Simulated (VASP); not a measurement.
# CdSe (Fm-3m) in VASP: notebook

The runs below take CdSe through single point, with r2SCAN.

Program: VASP 6.6.1. These are calculated values, not measurements. Logs are shortened: lines on timing, memory, paths and dates and some standing lists are left out, and cuts for length are marked.

## 1. The cell of the first run

It takes space group Fm-3m (No. 225, cubic). Conventional cell: a = 5.590 Å, b = 5.590 Å, c = 5.590 Å, α = 90.00°, β = 90.00°, γ = 90.00°. Within 3.7 Å of Cd (site symmetry m-3m) lie 6 Se at 2.80 Å. Se (site symmetry m-3m) has 6 Cd at 2.80 Å within 3.7 Å.

## 2. Single point, r2SCAN

Contents of POSCAR:

```
CdSe
1.0
    0.0000000000      2.7951794378      2.7951794378
    2.7951794378      0.0000000000      2.7951794378
    2.7951794378      2.7951794378      0.0000000000
Cd Se
1 1
Direct
    0.0000000000      0.0000000000      0.0000000000
    0.5000000000      0.5000000000      0.5000000000
```

Contents of INCAR.step1:

```
SYSTEM = CdSe
ALGO = Normal
EDIFF = 1E-5
ENCUT = 550
GGA = PE
GGA_COMPAT = .False.
ISMEAR = 0
LASPH = .True.
LCHARG = .False.
LREAL = .False.
LWAVE = .True.
NBANDS = 16
NELM = 120
PREC = Accurate
SIGMA = 0.01
```

Contents of INCAR.step2:

```
SYSTEM = CdSe
ALGO = Normal
EDIFF = 1E-6
ENCUT = 550
GGA_COMPAT = .False.
ISIF = 2
ISMEAR = 0
ISTART = 1
LASPH = .True.
LCHARG = .True.
LELF = .True.
LMIXTAU = .True.
LREAL = .False.
LVHAR = .True.
LWAVE = .False.
METAGGA = R2SCAN
NBANDS = 16
NELM = 120
PREC = Accurate
SIGMA = 0.01
```

Contents of KPOINTS:

```
k-points
0
Gamma
  6 6 6
  0 0 0
```

Potentials or basis: VASP PAW PBE potentials, release 64 (Cd, Se).

Run with:

```sh
cat potpaw_PBE.64/Cd/POTCAR potpaw_PBE.64/Se/POTCAR > POTCAR
cp INCAR.step1 INCAR
mpirun -np 1 vasp_std > vasp.out
cp INCAR.step2 INCAR
mpirun -np 1 vasp_std > vasp.out
```

OUTCAR:

```text
SYSTEM = CdSe
   EDIFF = 1E-6
   ENCUT = 550
   ISIF = 2
   ISMEAR = 0
   ISTART = 1
   LASPH = .True.
   LREAL = .False.
   METAGGA = R2SCAN
   NELM = 120
   PREC = Accurate

 ion  position               nearest neighbor table
   1  0.000  0.000  0.000-   2 2.80   2 2.80   2 2.80   2 2.80   2 2.80   2 2.80
   2  0.500  0.500  0.500-   1 2.80   1 2.80   1 2.80   1 2.80   1 2.80   1 2.80

  LATTYP: Found a face centered cubic cell.
 ALAT       =     5.5903588756

  Lattice vectors:

 A1 = (   0.0000000000,   2.7951794378,   2.7951794378)
 A2 = (   2.7951794378,   0.0000000000,   2.7951794378)
 A3 = (   2.7951794378,   2.7951794378,   0.0000000000)

Analysis of symmetry for initial positions (statically):
=====================================================================
 Subroutine PRICEL returns:
 Original cell was already a primitive cell.

 Routine SETGRP: Setting up the symmetry group for a
 face centered cubic supercell.

 Subroutine GETGRP returns: Found 48 space group operations
 (whereof 48 operations were pure point group operations)
 out of a pool of 48 trial point group operations.

The static configuration has the point symmetry O_h .

Analysis of symmetry for dynamics (positions and initial velocities):
=====================================================================
 Subroutine PRICEL returns:
 Original cell was already a primitive cell.

 Routine SETGRP: Setting up the symmetry group for a
 face centered cubic supercell.

 Subroutine GETGRP returns: Found 48 space group operations
 (whereof 48 operations were pure point group operations)
 out of a pool of 48 trial point group operations.

The dynamic configuration has the point symmetry O_h .

 Subroutine INISYM returns: Found 48 space group operations
 (whereof 48 operations are pure point group operations),
 and found     1 'primitive' translations

----------------------------------------------------------------------------------------

                                     Primitive cell

  volume of cell :      43.6776

  direct lattice vectors                    reciprocal lattice vectors
     0.000000000  2.795179438  2.795179438    -0.178879393  0.178879393  0.178879393
     2.795179438  0.000000000  2.795179438     0.178879393 -0.178879393  0.178879393
     2.795179438  2.795179438  0.000000000     0.178879393  0.178879393 -0.178879393

  length of vectors
     3.952980670  3.952980670  3.952980670     0.309828196  0.309828196  0.309828196

  position of ions in fractional coordinates (direct lattice)
     0.000000000  0.000000000  0.000000000
     0.500000000  0.500000000  0.500000000

  ion indices of the primitive-cell ions
   primitive index   ion index
                 1           1
                 2           2

----------------------------------------------------------------------------------------

 KPOINTS: k-points

Automatic generation of k-mesh.
 Grid dimensions read from file:
 generate k-points for:    6    6    6

 Generating k-lattice:

  Cartesian coordinates                     Fractional coordinates (reciprocal lattice)
    -0.029813232  0.029813232  0.029813232     0.166666667  0.000000000  0.000000000
     0.029813232 -0.029813232  0.029813232     0.000000000  0.166666667  0.000000000
     0.029813232  0.029813232 -0.029813232     0.000000000  0.000000000  0.166666667

  Length of vectors
     0.051638033  0.051638033  0.051638033

  Shift w.r.t. Gamma in fractional coordinates (k-lattice)
     0.000000000  0.000000000  0.000000000

 Subroutine IBZKPT returns following result:
 ===========================================

 Found     16 irreducible k-points:

 Following reciprocal coordinates:
            Coordinates               Weight
  0.000000  0.000000  0.000000      1.000000
  0.166667  0.000000  0.000000      8.000000
  0.333333  0.000000  0.000000      8.000000
  0.500000  0.000000  0.000000      4.000000
  0.166667  0.166667  0.000000      6.000000
  0.333333  0.166667  0.000000     24.000000
[... 8 lines left out ...]
 -0.333333  0.333333  0.166667     24.000000
 -0.333333  0.500000  0.166667     12.000000
   k-points           NKPTS =     16   k-points in BZ     NKDIM =     16   number of bands    NBANDS=     16
   number of dos      NEDOS =    301   number of ions     NIONS =      2
   total plane-waves  NPLWV =  27000
   dimension x,y,z NGX =    30 NGY =   30 NGZ =   30
   dimension x,y,z NGXF=    60 NGYF=   60 NGZF=   60
   ions per type =               1   1
   NGX,Y,Z   is equivalent  to a cutoff of  12.62, 12.62, 12.62 a.u.
   NGXF,Y,Z  is equivalent  to a cutoff of  25.23, 25.23, 25.23 a.u.
 SYSTEM =  CdSe
   PREC   = accura    normal or accurate (medium, high low for compatibility)
   ISTART =      1    job   : 0-new  1-cont  2-samecut
   ICHARG =      0    charge: 1-file 2-atom 10-const
   ISPIN  =      1    spin polarized calculation?
   LNONCOLLINEAR =      F non collinear calculations
   LSORBIT =      F    spin-orbit coupling
   LASPH  =      T    aspherical Exc in radial PAW
   ENCUT  =  550.0 eV  40.42 Ry    6.36 a.u.   7.56  7.56  7.56*2*pi/ulx,y,z
   NELM   =    120;   NELMIN=  2; NELMDL=  0     # of ELM steps
   EDIFF  = 0.1E-05   stopping-criterion for ELM
   LREAL  =      F    real-space projection
   EDIFFG = 0.1E-04   stopping-criterion for IOM
   NSW    =      0    number of steps for IOM
   IBRION =     -1    ionic relax: 0-MD 1-quasi-New 2-CG
   NFREE  =      0    steps in history (QN), initial steepest desc. (CG)
   ISIF   =      2    stress and relaxation
   ISYM   =      2    0-nonsym 1-usesym 2-fastsym
   POTIM  = 0.5000    time-step for ionic-motion
   TEBEG  =    0.0;   TEEND  =   0.0 temperature during run
   PSTRESS=    0.0 pullay stress
   NELECT =      18.0000    total number of electrons
   NUPDOWN=      -1.0000    fix difference up-down
   EMIN   =  10.00;   EMAX   =-10.00  energy-range for DOS
   EFERMI =   0.00;   METHOD = LEGACY
   ISMEAR =     0;   SIGMA  =   0.01  broadening in eV -4-tet -1-fermi 0-gaus
   EFERMI_NEDOS =   21; number of points for ismear=-14 and -15
   IALGO  =     38    algorithm
   IMIX   =      4    mixing-type and parameters
     AMIX     =   0.40;   BMIX     =  1.00
     AMIX_MAG =   1.60;   BMIX_MAG =  1.00
  volume/ion in A,a.u.               =      21.84       147.38
  Fermi-wavevector in a.u.,A,eV,Ry     =   1.218277  2.302209 20.193745  1.484198
  Thomas-Fermi vector in A             =   2.353569
   LORBIT       =      0    0 simple, 1 ext, 2 COOP (PROOUT), +10 PAW based schemes
   METAGGA = R2SCAN    functional components
   LHFCALC =     F    Hartree Fock is set to
   AEXX    =    0.0000 exact exchange contribution
   IVDW    =     0    specifies the selected vdW correction
   LEPSILON=     F    determine dielectric tensor
   LRPA    =     F    only Hartree local field effects (RPA)
 non-spin polarized calculation
 Gauss-broadening in eV      SIGMA  =   0.01
  energy-cutoff  :      550.00
  volume of cell :       43.68
 maximum number of plane-waves:      1303
   NGX = 15   NGY = 15   NGZ = 15

 number of electron      17.9999995 magnetization

 Free energy of the ion-electron system (eV)
  ---------------------------------------------------
  ext. energy  EPLUGINS =         0.00000000
  ---------------------------------------------------
  free energy    TOTEN  =       -35.66009082 eV

  energy without entropy =      -35.66002559  energy(sigma->0) =      -35.66005821

 E-fermi :   2.7438     XC(G=0): -10.9339

 val. band max:        2.7304883242   @ k =   0.5000   0.0000   0.0000
 cond. band min:       2.7537054908   @ k =   0.5000   0.5000   0.0000
 fundamental gap:      0.0232171665
 Fermi energy:         2.7437875585

 k-point     1 :       0.0000    0.0000    0.0000
  band No.  band energies     occupation
      1     -11.0720      2.00000
      2      -5.5894      2.00000
      3      -5.5894      2.00000
      4      -5.5697      2.00000
      5      -5.5697      2.00000
      6      -5.5697      2.00000
[... 8 lines left out ...]
     15      13.8100      0.00000
     16      13.8100      0.00000

 k-point     2 :       0.1667    0.0000    0.0000
  band No.  band energies     occupation
      1     -10.8375      2.00000
      2      -5.6652      2.00000
      3      -5.6652      2.00000
      4      -5.5942      2.00000
      5      -5.5295      2.00000
      6      -5.5295      2.00000
[... 8 lines left out ...]
     15      13.0946      0.00000
     16      13.2547      0.00000

 k-point     3 :       0.3333    0.0000    0.0000
  band No.  band energies     occupation
      1     -10.2820      2.00000
      2      -5.8146      2.00000
      3      -5.8146      2.00000
      4      -5.6894      2.00000
      5      -5.4433      2.00000
      6      -5.4432      2.00000
[... 8 lines left out ...]
     15      14.7154      0.00000
     16      14.7154      0.00000

 k-point     4 :       0.5000    0.0000    0.0000
  band No.  band energies     occupation
      1      -9.9373      2.00000
      2      -5.8863      2.00000
      3      -5.8863      2.00000
      4      -5.7886      2.00000
      5      -5.3993      2.00000
      6      -5.3993      2.00000
[... 8 lines left out ...]
     15      16.5426      0.00000
     16      16.5426      0.00000

 k-point     5 :       0.1667    0.1667    0.0000
  band No.  band energies     occupation
      1     -10.7797      2.00000
      2      -5.7295      2.00000
      3      -5.6023      2.00000
      4      -5.5660      2.00000
      5      -5.5276      2.00000
      6      -5.5276      2.00000
[... 8 lines left out ...]
     15      15.7442      0.00000
     16      15.7442      0.00000

 k-point     6 :       0.3333    0.1667    0.0000
  band No.  band energies     occupation
      1     -10.3849      2.00000
      2      -5.7656      2.00000
      3      -5.6570      2.00000
      4      -5.6351      2.00000
      5      -5.4661      2.00000
      6      -5.4328      2.00000
[... 8 lines left out ...]
     15      15.7724      0.00000
     16      15.9729      0.00000

 k-point     7 :       0.5000    0.1667    0.0000
  band No.  band energies     occupation
      1      -9.9952      2.00000
      2      -5.7955      2.00000
      3      -5.7043      2.00000
      4      -5.6988      2.00000
      5      -5.3884      2.00000
      6      -5.3854      2.00000
[... 8 lines left out ...]
     15      16.8081      0.00000
     16      17.0102      0.00000

 k-point     8 :      -0.3333    0.1667    0.0000
  band No.  band energies     occupation
      1     -10.0692      2.00000
      2      -5.8490      2.00000
      3      -5.7750      2.00000
      4      -5.6279      2.00000
      5      -5.4324      2.00000
      6      -5.3656      2.00000
[... 8 lines left out ...]
     15      15.1736      0.00000
     16      17.0027      0.00000

 k-point     9 :      -0.1667    0.1667    0.0000
  band No.  band energies     occupation
      1     -10.5143      2.00000
      2      -5.7832      2.00000
      3      -5.7176      2.00000
      4      -5.6047      2.00000
      5      -5.5051      2.00000
      6      -5.4410      2.00000
[... 8 lines left out ...]
     15      15.1545      0.00000
     16      15.5385      0.00000

 k-point    10 :       0.3333    0.3333    0.0000
  band No.  band energies     occupation
      1     -10.2890      2.00000
      2      -5.6676      2.00000
      3      -5.5189      2.00000
      4      -5.4724      2.00000
      5      -5.4134      2.00000
      6      -5.4134      2.00000
[... 8 lines left out ...]
     15      16.9547      0.00000
     16      18.9012      0.00000

 k-point    11 :       0.5000    0.3333    0.0000
  band No.  band energies     occupation
      1     -10.0950      2.00000
      2      -5.6718      2.00000
      3      -5.5977      2.00000
      4      -5.4293      2.00000
      5      -5.3615      2.00000
      6      -5.0429      2.00000
[... 8 lines left out ...]
     15      17.6173      0.00000
     16      18.8608      0.00000

 k-point    12 :      -0.3333    0.3333    0.0000
  band No.  band energies     occupation
      1      -9.9788      2.00000
      2      -5.7506      2.00000
      3      -5.6719      2.00000
      4      -5.5145      2.00000
      5      -5.3893      2.00000
      6      -5.1207      2.00000
[... 8 lines left out ...]
     15      15.2288      0.00000
     16      18.6224      0.00000

 k-point    13 :       0.5000    0.5000    0.0000
  band No.  band energies     occupation
      1     -10.1385      2.00000
      2      -5.7003      2.00000
      3      -5.4953      2.00000
      4      -5.3381      2.00000
      5      -5.3381      2.00000
      6      -4.6679      2.00000
[... 8 lines left out ...]
     15      18.2329      0.00000
     16      18.6485      0.00000

 k-point    14 :       0.5000    0.3333    0.1667
  band No.  band energies     occupation
      1     -10.1169      2.00000
      2      -5.7209      2.00000
      3      -5.6267      2.00000
      4      -5.6215      2.00000
      5      -5.4102      2.00000
      6      -5.2959      2.00000
[... 8 lines left out ...]
     15      17.2434      0.00000
     16      17.9380      0.00000

 k-point    15 :      -0.3333    0.3333    0.1667
  band No.  band energies     occupation
      1      -9.9787      2.00000
      2      -5.7748      2.00000
      3      -5.6004      2.00000
      4      -5.5748      2.00000
      5      -5.3701      2.00000
      6      -5.1232      2.00000
[... 8 lines left out ...]
     15      15.7584      0.00000
     16      18.2773      0.00000

 k-point    16 :      -0.3333    0.5000    0.1667
  band No.  band energies     occupation
      1     -10.0303      2.00000
      2      -5.6652      2.00000
      3      -5.6419      2.00000
      4      -5.4680      2.00000
      5      -5.3380      2.00000
      6      -4.8157      2.00000
[... 8 lines left out ...]
     15      17.1289      0.00000
     16      18.6487      0.00000

------------------------ aborting loop because EDIFF is reached ----------------------------------------

  FORCE on cell =-STRESS in cart. coord.  units (eV):
  Direction    XX          YY          ZZ          XY          YZ          ZX
  --------------------------------------------------------------------------------------
  -------------------------------------------------------------------------------------
  Total        1.2282690      1.2282690      1.2282690      0.0000000      0.0000000     -0.0000000
  in kB       45.0552062     45.0552062     45.0552062      0.0000000      0.0000000     -0.0000000
  external PRESSURE =      45.0552062 kB  Pullay stress =       0.0000000 kB

 VOLUME and BASIS-vectors are now :
 -----------------------------------------------------------------------------
  energy-cutoff  :      550.00
  volume of cell :       43.68
      direct lattice vectors                 reciprocal lattice vectors
     0.000000000  2.795179438  2.795179438    -0.178879393  0.178879393  0.178879393
     2.795179438  0.000000000  2.795179438     0.178879393 -0.178879393  0.178879393
     2.795179438  2.795179438  0.000000000     0.178879393  0.178879393 -0.178879393

 POSITION                                       TOTAL-FORCE (eV/Angst)
 -----------------------------------------------------------------------------------
      0.00000      0.00000      0.00000         0.000000      0.000000      0.000000
      2.79518      2.79518      2.79518         0.000000     -0.000000     -0.000000
 -----------------------------------------------------------------------------------
    total drift:                               -0.000000      0.000000      0.000000

  FREE ENERGIE OF THE ION-ELECTRON SYSTEM (eV)
  ---------------------------------------------------
  free  energy   TOTEN  =       -35.6600908246 eV

  energy  without entropy=      -35.6600255891  energy(sigma->0) =      -35.66005821
```

Run time: 36 s. Hardware: 1 thread of AMD EPYC 9R45 (Zen 5), shared host; peak memory 0.14 GiB.

What came out:

| Quantity | Value |
| --- | --- |
| Free energy | -35.6601 eV |
| Pressure | 4.5 GPa |
| Band gap on the k mesh | 0.02 eV (least direct gap 1.82 eV) |

Caveat: the cell stands under pressure; the PAW data sets were made with another functional, which shifts forces and pressure a little. A k mesh can miss the band edges.

(Part 1 of 3 ends here.)
